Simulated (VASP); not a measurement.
# V (Im-3m) in VASP: further runs

Runs on V. Level: revPBE. Tasks: single point.

All numbers are computed with VASP 6.6.1; they aren't measurements. Logs are shortened: lines on timing, memory, paths and dates and some standing lists are left out, and cuts for length are marked.

**1. The cell of the first run**

It takes space group Im-3m (No. 229, cubic). Conventional cell: a = 3.055 Å, b = 3.055 Å, c = 3.055 Å, α = 90.00°, β = 90.00°, γ = 90.00°. Within 3.5 Å of V (site symmetry m-3m) lie 14 V at 2.65 to 3.06 Å.

**2. Single point, revPBE (volume scaled by 1.04)**

The input, INCAR:

```
PREC = Accurate
ENCUT = 520
EDIFF = 1E-7
ISMEAR = -1
SIGMA = 0.1
LREAL = F
LASPH = T
NELM = 80
ALGO = Normal
ISIF = 2
LWAVE = F
LCHARG = F
GGA = RE
NBANDS = 12
```

The input, KPOINTS:

```
regular mesh
0
Gamma
  24 24 24
```

The input, POSCAR:

```
V
1.0
   -1.5277407751      1.5277407751      1.5277407751
    1.5277407751     -1.5277407751      1.5277407751
    1.5277407751      1.5277407751     -1.5277407751
V
1
Direct
    0.0000000000      0.0000000000      0.0000000000
```

Potentials or basis: VASP PAW PBE potentials, release 64 (V_sv).

The run is started by

```
$ cat potpaw_PBE.64/V_sv/POTCAR > POTCAR
$ mpirun -np 1 vasp_std > vasp.out
```

OUTCAR:

```text
PREC = Accurate
   ENCUT = 520
   EDIFF = 1E-7
   ISMEAR = -1
   LREAL = F
   LASPH = T
   NELM = 80
   ISIF = 2
   GGA = RE

 ion  position               nearest neighbor table
   1  0.000  0.000  0.000-

  LATTYP: Found a body centered cubic cell.
 ALAT       =     3.0554815502

  Lattice vectors:

 A1 = (  -1.5277407751,   1.5277407751,   1.5277407751)
 A2 = (   1.5277407751,  -1.5277407751,   1.5277407751)
 A3 = (   1.5277407751,   1.5277407751,  -1.5277407751)

Analysis of symmetry for initial positions (statically):
=====================================================================
 Subroutine PRICEL returns:
 Original cell was already a primitive cell.

 Routine SETGRP: Setting up the symmetry group for a
 body centered cubic supercell.

 Subroutine GETGRP returns: Found 48 space group operations
 (whereof 48 operations were pure point group operations)
 out of a pool of 48 trial point group operations.

The static configuration has the point symmetry O_h .

Analysis of symmetry for dynamics (positions and initial velocities):
=====================================================================
 Subroutine PRICEL returns:
 Original cell was already a primitive cell.

 Routine SETGRP: Setting up the symmetry group for a
 body centered cubic supercell.

 Subroutine GETGRP returns: Found 48 space group operations
 (whereof 48 operations were pure point group operations)
 out of a pool of 48 trial point group operations.

The dynamic configuration has the point symmetry O_h .

 Subroutine INISYM returns: Found 48 space group operations
 (whereof 48 operations are pure point group operations),
 and found     1 'primitive' translations

----------------------------------------------------------------------------------------

                                     Primitive cell

  volume of cell :      14.2629

  direct lattice vectors                    reciprocal lattice vectors
    -1.527740775  1.527740775  1.527740775     0.000000000  0.327280654  0.327280654
     1.527740775 -1.527740775  1.527740775     0.327280654  0.000000000  0.327280654
     1.527740775  1.527740775 -1.527740775     0.327280654  0.327280654  0.000000000

  length of vectors
     2.646124643  2.646124643  2.646124643     0.462844740  0.462844740  0.462844740

  position of ions in fractional coordinates (direct lattice)
     0.000000000  0.000000000  0.000000000

  ion indices of the primitive-cell ions
   primitive index   ion index
                 1           1

----------------------------------------------------------------------------------------

[... 74 lines left out ...]
   NFREE  =      0    steps in history (QN), initial steepest desc. (CG)
   ISIF   =      2    stress and relaxation
   ISYM   =      2    0-nonsym 1-usesym 2-fastsym
   POTIM  = 0.5000    time-step for ionic-motion
   TEBEG  =    0.0;   TEEND  =   0.0 temperature during run
   PSTRESS=    0.0 pullay stress
   NELECT =      13.0000    total number of electrons
   NUPDOWN=      -1.0000    fix difference up-down
   EMIN   =  10.00;   EMAX   =-10.00  energy-range for DOS
   EFERMI =   0.00;   METHOD = LEGACY
   ISMEAR =    -1;   SIGMA  =   0.10  broadening in eV -4-tet -1-fermi 0-gaus
   EFERMI_NEDOS =   21; number of points for ismear=-14 and -15
   IALGO  =     38    algorithm
   IMIX   =      4    mixing-type and parameters
     AMIX     =   0.40;   BMIX     =  1.00
     AMIX_MAG =   1.60;   BMIX_MAG =  1.00
  volume/ion in A,a.u.               =      14.26        96.25
  Fermi-wavevector in a.u.,A,eV,Ry     =   1.587278  2.999520 34.279210  2.519451
  Thomas-Fermi vector in A             =   2.686460
   LORBIT       =      0    0 simple, 1 ext, 2 COOP (PROOUT), +10 PAW based schemes
   GGA     = RE    functional components
   LHFCALC =     F    Hartree Fock is set to
   AEXX    =    0.0000 exact exchange contribution
   IVDW    =     0    specifies the selected vdW correction
   LEPSILON=     F    determine dielectric tensor
   LRPA    =     F    only Hartree local field effects (RPA)
 non-spin polarized calculation
  energy-cutoff  :      520.00
  volume of cell :       14.26
 maximum number of plane-waves:       402
   NGX =  9   NGY =  9   NGZ =  9

 number of electron      13.0000005 magnetization

 Free energy of the ion-electron system (eV)
  ---------------------------------------------------
  ext. energy  EPLUGINS =         0.00000000
  ---------------------------------------------------
  free energy    TOTEN  =        -8.63051826 eV

  energy without entropy =       -8.56996536  energy(sigma->0) =       -8.60024181

 E-fermi :   9.1131     XC(G=0): -12.5098

 val. band max:        9.1123624977   @ k =  -0.2083   0.2500   0.0417
 cond. band min:       9.1144994492   @ k =  -0.3333   0.3333   0.0417
 fundamental gap:      0.0021369515
 Fermi energy:         9.1131399277

 k-point     1 :       0.0000    0.0000    0.0000
  band No.  band energies     occupation
      1     -54.7961      2.00000
      2     -28.1310      2.00000
      3     -28.1310      2.00000
      4     -28.1310      2.00000
      5       2.6314      2.00000
      6       9.4979      0.04179
      7       9.4979      0.04179
      8       9.4979      0.04179
      9      11.3715      0.00000
     10      11.3715      0.00000
     11      29.1127      0.00000
     12      29.1127      0.00000
[... 331 lines left out ...]
 k-point    24 :       0.4583    0.0417    0.0000
  band No.  band energies     occupation
      1     -54.6402      2.00000
      2     -28.8686      2.00000
      3     -28.3693      2.00000
      4     -28.1408      2.00000
      5       6.1501      2.00000
      6       8.0868      1.99993
      7      10.3215      0.00001
      8      11.3487      0.00000
      9      11.7768      0.00000
     10      12.9930      0.00000
     11      18.6358      0.00000
     12      24.5023      0.00000

 [... further k-points ...]
[... 5 lines left out ...]
  --------------------------------------------------------------------------------------
  -------------------------------------------------------------------------------------
  Total       -0.5383209     -0.5383209     -0.5383209     -0.0000000      0.0000000      0.0000000
  in kB      -60.4703946    -60.4703946    -60.4703946     -0.0000000      0.0000000      0.0000000
  external PRESSURE =     -60.4703946 kB  Pullay stress =       0.0000000 kB

 VOLUME and BASIS-vectors are now :
 -----------------------------------------------------------------------------
  energy-cutoff  :      520.00
  volume of cell :       14.26
      direct lattice vectors                 reciprocal lattice vectors
    -1.527740775  1.527740775  1.527740775     0.000000000  0.327280654  0.327280654
     1.527740775 -1.527740775  1.527740775     0.327280654  0.000000000  0.327280654
     1.527740775  1.527740775 -1.527740775     0.327280654  0.327280654  0.000000000

 POSITION                                       TOTAL-FORCE (eV/Angst)
 -----------------------------------------------------------------------------------
      0.00000      0.00000      0.00000         0.000000     -0.000000     -0.000000
 -----------------------------------------------------------------------------------
    total drift:                                0.000000     -0.000000      0.000000

  FREE ENERGIE OF THE ION-ELECTRON SYSTEM (eV)
  ---------------------------------------------------
  free  energy   TOTEN  =        -8.6305182567 eV

  energy  without entropy=       -8.5699653619  energy(sigma->0) =       -8.60024181
```

OSZICAR:

```text
N       E                     dE             d eps       ncg     rms          rms(c)
DAV:   1     0.933547091902E+02    0.93355E+02   -0.70604E+03  9932   0.117E+03
DAV:   2    -0.871264018711E+01   -0.10207E+03   -0.99103E+02 10088   0.331E+02
DAV:   3    -0.100699274143E+02   -0.13573E+01   -0.13519E+01 11112   0.446E+01
DAV:   4    -0.100770518780E+02   -0.71245E-02   -0.71244E-02 10620   0.344E+00
DAV:   5    -0.100771388781E+02   -0.87000E-04   -0.87001E-04 11032   0.360E-01    0.167E+01
DAV:   6    -0.865111436334E+01    0.14260E+01   -0.35031E+00 10272   0.305E+01    0.130E+00
DAV:   7    -0.863788470133E+01    0.13230E-01   -0.37484E-02 10316   0.264E+00    0.858E-01
DAV:   8    -0.863047295254E+01    0.74117E-02   -0.46862E-03 10884   0.102E+00    0.115E-01
DAV:   9    -0.863051538941E+01   -0.42437E-04   -0.36515E-04 10088   0.284E-01    0.340E-02
DAV:  10    -0.863051791333E+01   -0.25239E-05   -0.31294E-05 10588   0.899E-02    0.137E-02
DAV:  11    -0.863051772572E+01    0.18761E-06   -0.41455E-06 10292   0.334E-02    0.759E-04
DAV:  12    -0.863051810977E+01   -0.38404E-06   -0.41171E-08  6684   0.300E-03    0.399E-04
DAV:  13    -0.863051827836E+01   -0.16859E-06   -0.57742E-09  5128   0.115E-03    0.107E-04
DAV:  14    -0.863051825675E+01    0.21611E-07   -0.61743E-10  5072   0.403E-04
   1 F= -.86305183E+01 E0= -.86002418E+01  d E =-.605529E-01
```

stdout:

```text
POSCAR found type information on POSCAR V
 POSCAR found :  1 types and       1 ions
 scaLAPACK will be used
 -----------------------------------------------------------------------------
|                                                                             |
|                                                                             |
|     You enforced a specific xc type in the INCAR file but a different       |
|     I HOPE YOU KNOW WHAT YOU ARE DOING!                                     |
|                                                                             |
 -----------------------------------------------------------------------------

 LDA part: xc-table for (Slater+PW92), standard interpolation
 POSCAR, INCAR and KPOINTS ok, starting setup
 FFT: planning ... GRIDC
 FFT: planning ... GRID_SOFT
 FFT: planning ... GRID
 WAVECAR not read
 entering main loop
```

Wall time 2.3 min (1 thread of AMD EPYC 7R13, shared host); peak memory 0.15 GiB.

What came out:

```yaml
Free_energy: -8.6305 eV
Pressure: -6.0 GPa
```

Caveat: the PAW data sets were made with another functional, which shifts forces and pressure a little.

(Continued in part 2 of 2.)
